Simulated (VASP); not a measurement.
# Pb (Im-3m) in VASP: notebook

Runs on Pb. Level: PBE. Tasks: relaxation of cell and atoms.

Program: VASP 6.6.1. These are calculated values, not measurements. Logs are shortened: lines on timing, memory, paths and dates and some standing lists are left out, and cuts for length are marked.

## (1) The cell of the first run

Symmetry: Im-3m, No. 229, cubic system. Conventional cell: a = 3.393 Å, b = 3.393 Å, c = 3.393 Å, α = 90.00°, β = 90.00°, γ = 90.00°. Pb (site symmetry m-3m) has 14 Pb at 2.94 to 3.39 Å within 3.9 Å.

This isn't the form of Pb at room conditions, which is fcc.

## (2) Relaxation of cell and atoms, PBE, target pressure 64 GPa, at which the enthalpy is minimised

Contents of INCAR:

```
SYSTEM = Pb
ALGO = Normal
EDIFF = 1E-6
EDIFFG = -0.005
ENCUT = 600
GGA = PE
IBRION = 2
ISIF = 3
ISMEAR = -1
LASPH = .True.
LCHARG = .False.
LREAL = .False.
LWAVE = .False.
NELM = 80
NSW = 32
PREC = Accurate
PSTRESS = 640.0
SIGMA = 0.05
```

Contents of KPOINTS:

```
k-points
0
Gamma
  16 16 16
  0 0 0
```

Contents of POSCAR:

```
Pb
1.0
   -1.6962802669      1.6962802669      1.6962802669
    1.6962802669     -1.6962802669      1.6962802669
    1.6962802669      1.6962802669     -1.6962802669
Pb
1
Direct
    0.0000000000      0.0000000000      0.0000000000
```

Potentials or basis: VASP PAW PBE potentials, release 64 (Pb_d).

Launch:

```console
cat potpaw_PBE.64/Pb_d/POTCAR > POTCAR
mpirun -np 1 vasp_std > vasp.out
```

OUTCAR:

```text
SYSTEM = Pb
   EDIFF = 1E-6
   EDIFFG = -0.005
   ENCUT = 600
   GGA = PE
   IBRION = 2
   ISIF = 3
   ISMEAR = -1
   LASPH = .True.
   LREAL = .False.
   NELM = 80
   NSW = 32
   PREC = Accurate
   PSTRESS = 640.0

 ion  position               nearest neighbor table
   1  0.000  0.000  0.000-

  LATTYP: Found a body centered cubic cell.
 ALAT       =     3.3925605338

  Lattice vectors:

 A1 = (  -1.6962802669,   1.6962802669,   1.6962802669)
 A2 = (   1.6962802669,  -1.6962802669,   1.6962802669)
 A3 = (   1.6962802669,   1.6962802669,  -1.6962802669)

Analysis of symmetry for initial positions (statically):
=====================================================================
 Subroutine PRICEL returns:
 Original cell was already a primitive cell.

 Routine SETGRP: Setting up the symmetry group for a
 body centered cubic supercell.

 Subroutine GETGRP returns: Found 48 space group operations
 (whereof 48 operations were pure point group operations)
 out of a pool of 48 trial point group operations.

The static configuration has the point symmetry O_h .

Analysis of symmetry for dynamics (positions and initial velocities):
=====================================================================
 Subroutine PRICEL returns:
 Original cell was already a primitive cell.

 Routine SETGRP: Setting up the symmetry group for a
 body centered cubic supercell.

 Subroutine GETGRP returns: Found 48 space group operations
 (whereof 48 operations were pure point group operations)
 out of a pool of 48 trial point group operations.

The dynamic configuration has the point symmetry O_h .

 Subroutine INISYM returns: Found 48 space group operations
 (whereof 48 operations are pure point group operations),
 and found     1 'primitive' translations

----------------------------------------------------------------------------------------

                                     Primitive cell

  volume of cell :      19.5233

  direct lattice vectors                    reciprocal lattice vectors
    -1.696280267  1.696280267  1.696280267     0.000000000  0.294762611  0.294762611
     1.696280267 -1.696280267  1.696280267     0.294762611  0.000000000  0.294762611
     1.696280267  1.696280267 -1.696280267     0.294762611  0.294762611  0.000000000

  length of vectors
     2.938043606  2.938043606  2.938043606     0.416857282  0.416857282  0.416857282

  position of ions in fractional coordinates (direct lattice)
     0.000000000  0.000000000  0.000000000

[... 92 lines left out ...]
   IALGO  =     38    algorithm
   IMIX   =      4    mixing-type and parameters
     AMIX     =   0.40;   BMIX     =  1.00
     AMIX_MAG =   1.60;   BMIX_MAG =  1.00
  volume/ion in A,a.u.               =      19.52       131.75
  Fermi-wavevector in a.u.,A,eV,Ry     =   1.465323  2.769058 29.214024  2.147170
  Thomas-Fermi vector in A             =   2.581193
   LORBIT       =      0    0 simple, 1 ext, 2 COOP (PROOUT), +10 PAW based schemes
   GGA     = PE    functional components
   LHFCALC =     F    Hartree Fock is set to
   AEXX    =    0.0000 exact exchange contribution
   IVDW    =     0    specifies the selected vdW correction
   LEPSILON=     F    determine dielectric tensor
   LRPA    =     F    only Hartree local field effects (RPA)
 conjugate gradient relaxation of ions
 non-spin polarized calculation
  energy-cutoff  :      600.00
  volume of cell :       19.52
 maximum number of plane-waves:       682
   NGX = 11   NGY = 11   NGZ = 11

--------------------------------------- Ionic step        1  -------------------------------------------

 number of electron      14.0000002 magnetization

 Free energy of the ion-electron system (eV)
  ---------------------------------------------------
  ext. energy  EPLUGINS =         0.00000000
  ---------------------------------------------------
  free energy    TOTEN  =        -2.00094549 eV

  energy without entropy =       -1.99641422  energy(sigma->0) =       -1.99867986

------------------------ aborting loop because EDIFF is reached ----------------------------------------

  FORCE on cell =-STRESS in cart. coord.  units (eV):
  Direction    XX          YY          ZZ          XY          YZ          ZX
  --------------------------------------------------------------------------------------
  -------------------------------------------------------------------------------------
  Total        7.7923762      7.7923762      7.7923762      0.0000000      0.0000000     -0.0000000
  in kB      639.4810360    639.4810360    639.4810360      0.0000000      0.0000000     -0.0000000
  external PRESSURE =      -0.5189640 kB  Pullay stress =     640.0000000 kB
[... 98 lines left out ...]
--------------------------------------- Ionic step        4  -------------------------------------------

 number of electron      14.0000002 magnetization

 Free energy of the ion-electron system (eV)
  ---------------------------------------------------
  ext. energy  EPLUGINS =         0.00000000
  ---------------------------------------------------
  free energy    TOTEN  =        -2.00056864 eV

  energy without entropy =       -1.99603659  energy(sigma->0) =       -1.99830261

 E-fermi :  13.5925     XC(G=0): -12.4983

 val. band max:       13.5724541204   @ k =   0.5000   0.5000   0.4375
 cond. band min:      13.6067989960   @ k =  -0.3125   0.3125   0.1250
 fundamental gap:      0.0343448756
 Fermi energy:        13.5924863291

 k-point     1 :       0.0000    0.0000    0.0000
  band No.  band energies     occupation
      1      -4.5361      2.00000
      2      -4.5361      2.00000
      3      -4.5361      2.00000
      4      -3.7831      2.00000
      5      -3.7831      2.00000
      6      -2.1994      2.00000
      7      24.7927      0.00000
      8      24.7927      0.00000
      9      24.7927      0.00000
     10      26.0626      0.00000
     11      26.0626      0.00000
[... 309 lines left out ...]
 k-point    24 :       0.2500    0.1875    0.0000
  band No.  band energies     occupation
      1      -4.7483      2.00000
      2      -4.4983      2.00000
      3      -3.9094      2.00000
      4      -3.8888      2.00000
      5      -3.6443      2.00000
      6       2.5658      2.00000
      7      12.2264      2.00000
      8      15.3112      0.00000
      9      19.8375      0.00000
     10      25.6274      0.00000
     11      27.3763      0.00000

 [... further k-points ...]

------------------------ aborting loop because EDIFF is reached ----------------------------------------

  FORCE on cell =-STRESS in cart. coord.  units (eV):
  Direction    XX          YY          ZZ          XY          YZ          ZX
  --------------------------------------------------------------------------------------
  -------------------------------------------------------------------------------------
  Total        7.8029367      7.8029367      7.8029367     -0.0000000     -0.0000000      0.0000000
  in kB      640.3786547    640.3786547    640.3786547     -0.0000000     -0.0000000      0.0000000
  external PRESSURE =       0.3786547 kB  Pullay stress =     640.0000000 kB
[... 20 lines left out ...]
  energy  without entropy=       -1.9960365884  energy(sigma->0) =       -1.99830261

  enthalpy is  TOTEN    =         5.7977542165 eV   P V=        7.7983228518

 reached required accuracy - stopping structural energy minimisation
```

OSZICAR:

```text
N       E                     dE             d eps       ncg     rms          rms(c)
DAV:   1     0.107254111043E+03    0.10725E+03   -0.82654E+03  3239   0.192E+03
[... 19 lines left out ...]
DAV:   2    -0.200017015783E+01    0.94724E-04   -0.17761E-04  3732   0.356E-01    0.201E-02
DAV:   3    -0.200015516908E+01    0.14989E-04   -0.51623E-05  4577   0.185E-01    0.147E-03
DAV:   4    -0.200015455791E+01    0.61117E-06   -0.79952E-07  2269   0.116E-02
   3 F= 0.57977536E+01 E0= 0.58000203E+01  d E =-.844489E-06
       N       E                     dE             d eps       ncg     rms          rms(c)
DAV:   1    -0.200056888460E+01   -0.41372E-03   -0.11431E-05  3471   0.854E-02    0.295E-03
DAV:   2    -0.200056863524E+01    0.24936E-06   -0.51624E-07  1801   0.204E-02
   4 F= 0.57977542E+01 E0= 0.58000202E+01  d E =-.261151E-06
```

CONTCAR:

```text
Pb
   1.00000000000000
    -1.6962529243281022    1.6962529243281022    1.6962529243281022
     1.6962529243281022   -1.6962529243281022    1.6962529243281022
     1.6962529243281022    1.6962529243281022   -1.6962529243281022
  Pb
     1
Direct
     0.0000000000000000    0.0000000000000000    0.0000000000000000

  0.00000000E+00  0.00000000E+00  0.00000000E+00
```

Wall time 35 s (1 thread of Intel Xeon Platinum 8488C (Sapphire Rapids), shared host); peak memory 0.17 GiB.

Results:

| Property | Result |
| --- | --- |
| Free energy | -2.0006 eV |
| Energy change on relaxing (the run minimises the enthalpy) | +0.4 meV/atom |
| Ionic steps | 4 |
| Pressure after relaxing | 64.0 GPa |
| Band gap on the k mesh | zero (bands 7 and 8 overlap by 14.53 eV) |

Step by step:
| step | energy change (eV) | largest force (eV/Å) | pressure (GPa) | volume (Å³) |
| --- | --- | --- | --- | --- |
| 1 | 0.0000 | 0.0000 | 63.95 | 19.52 |
| 2 | 0.0071 | 0.0000 | 64.18 | 19.51 |
| 3 | 0.0008 | 0.0000 | 64.06 | 19.52 |
| 4 | 0.0004 | 0.0000 | 64.04 | 19.52 |

Final structure:
```
Pb
1.0
    -1.69625    1.69625    1.69625
     1.69625   -1.69625    1.69625
     1.69625    1.69625   -1.69625
Pb
1
Cartesian
  0.0000 0.0000 0.0000
```

Levels at points of the mesh, in eV from the Fermi level:
```tsv
k point	band 4	band 5	band 6	band 7	band 8	band 9	band 10	band 11
(0.00, 0.00, 0.00)	-17.38	-17.38	-15.79	11.20	11.20	11.20	12.47	12.47
(0.50, 0.00, 0.00)	-17.37	-16.88	-8.18	-6.77	4.94	5.98	10.78	11.51
(0.50, 0.50, 0.50)	-17.00	-17.00	-2.63	-1.14	-1.14	-1.14	5.36	5.36
```

Caveat: the cell is relaxed towards a set pressure, so the run minimises the enthalpy, not the energy; spin-orbit coupling is left out, which moves the levels of the heavy elements.

## (3) Relaxation of cell and atoms, PBE, target pressure 64 GPa, at which the enthalpy is minimised

This run uses another cell than the first one, of 19.63 Å³/atom.

Contents of INCAR:

```
PREC = Accurate
ENCUT = 600
EDIFF = 1E-6
ISMEAR = -1
SIGMA = 0.05
LREAL = False
LASPH = True
NELM = 80
ALGO = Normal
ISIF = 3
LWAVE = False
LCHARG = False
GGA = PE
IBRION = 2
NSW = 60
EDIFFG = -0.005
PSTRESS = 640.0
```

Contents of KPOINTS:

```
Automatic mesh
0
Gamma
  16 16 16
```

Contents of POSCAR:

```
Pb
1.0
   -1.6992477321      1.6992477321      1.6992477321
    1.6992477321     -1.6992477321      1.6992477321
    1.6992477321      1.6992477321     -1.6992477321
Pb
1
Direct
    0.0000000000      0.0000000000      0.0000000000
```

Potentials or basis: VASP PAW PBE potentials, release 64 (Pb_d).

Launch:

```console
cat potpaw_PBE.64/Pb_d/POTCAR > POTCAR
mpirun -np 1 vasp_std > vasp.out
```

It took 46 s on 1 thread of Intel Xeon Platinum 8488C (Sapphire Rapids), shared host; peak memory 0.18 GiB.

It converged, with:

| Item | Value |
| --- | --- |
| Free energy | -2.0004 eV |
| Relaxed volume | 19.52 Å³/atom |
| Relaxed cell | a = 2.938 Å, b = 2.938 Å, c = 2.938 Å, α = 109.47°, β = 109.47°, γ = 109.47° |
| Space group after relaxing (to 0.1 Å) | Im-3m (No. 229) |
| Energy change on relaxing (the run minimises the enthalpy) | +41.1 meV/atom |
| Ionic steps | 3 |
| Pressure after relaxing | 64.0 GPa |
| Band gap on the k mesh | zero (bands 7 and 8 overlap by 14.53 eV) |

Step by step:
```tsv
step	energy change (eV)	largest force (eV/Å)	pressure (GPa)	volume (Å³)
1	0.0000	0.0000	62.46	19.63
2	0.2207	0.0000	70.64	19.09
3	0.0411	0.0000	64.00	19.52
```

Final structure:
```
Pb
1.0
    -1.69624    1.69624    1.69624
     1.69624   -1.69624    1.69624
     1.69624    1.69624   -1.69624
Pb
1
Direct
  0.00000 0.00000 0.00000
```

Levels at points of the mesh, in eV from the Fermi level:
```
           k point  band 4  band 5  band 6  band 7  band 8  band 9  band 10  band 11
(0.00, 0.00, 0.00)  -17.38  -17.38  -15.79   11.20   11.20   11.20    12.47    12.47
(0.50, 0.00, 0.00)  -17.37  -16.88   -8.18   -6.77    4.94    5.98    10.78    11.51
(0.50, 0.50, 0.50)  -17.00  -17.00   -2.63   -1.14   -1.14   -1.14     5.36     5.36
```

Caveat: the cell is relaxed towards a set pressure, so the run minimises the enthalpy, not the energy; spin-orbit coupling is left out, which moves the levels of the heavy elements.

The gap in the log of VASP goes by the Fermi energy; the results here count the filled bands.